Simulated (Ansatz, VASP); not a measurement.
# Cs in VASP and in Ansatz

```
Cs
1.0
     5.01161    0.00000    0.00000
     0.00000    5.01161    0.00000
     0.00000    0.00000    5.01161
Cs
1
Cartesian
  0.0000 0.0000 0.0000
```

Alike in both runs: task relaxation of cell and atoms; functional PBE; k mesh 8 × 8 × 8; occupations fermi-dirac, width 0.08 eV; no spin polarisation.

```csv
,VASP,Ansatz
version,VASP 6.6.1,Ansatz 0.2.0
potentials or method,"VASP PAW PBE potentials, release 64 (Cs_sv)","PAW with Ansatz's default frozen-core files, scalar-relativistic"
plane-wave cutoff (eV),600,420
valence electrons in the cell,9,9
```

|  | VASP | Ansatz | Ansatz less VASP |
| --- | --- | --- | --- |
| relaxed volume (Å³/atom) | 127.95 | 125.87 | -2.079 |
| relaxed cell length with the largest relative difference (Å) | 5.039 | 5.012 | -0.0274 |

Neither program's run includes spin-orbit coupling.
